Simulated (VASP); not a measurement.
Br: density of states with PBE

Crystal: Br.

```xyz
1
Lattice="3.9821 0.0000 0.0000 -1.9910 3.4486 0.0000 0.0000 0.0000 2.5988" Properties=species:S:1:pos:R:3 pbc="T T T"
Br    0.0000    0.0000    0.0000
```

```
Program                 : VASP 6.6.1
Task                    : density of states
Functional              : PBE
Potentials or basis     : VASP PAW PBE potentials, release 64 (Br)
Cutoff                  : 520 eV
k mesh                  : 15 × 15 × 14
Occupations             : fermi-dirac, width 0.1 eV
Spin                    : no spin polarisation
Dipole correction       : no
k mesh for the DOS      : 23 × 23 × 21
Occupations for the DOS : tetrahedron
Further INCAR settings  : ALGO = Normal; EDIFF = 1e-07
```

```
Valence electrons inside the program's atomic spheres : Br 4.72
```

Levels at points of the mesh, in eV from the Fermi level:
| k point | band 1 | band 2 | band 3 | band 4 | band 5 | band 6 | band 7 |
| --- | --- | --- | --- | --- | --- | --- | --- |
| (0.00, 0.00, 0.00) | -15.40 | -1.67 | -1.67 | 3.88 | 5.29 | 10.16 | 10.16 |

Wall time 2.2 min on 1 thread of Intel(R) Xeon(R) Platinum 8488C (Sapphire Rapids) (shared host), peak memory 0.27 GiB.

Caveat: an odd number of electrons without spin polarisation forces a metal; a magnetic or distorted state may lie lower.
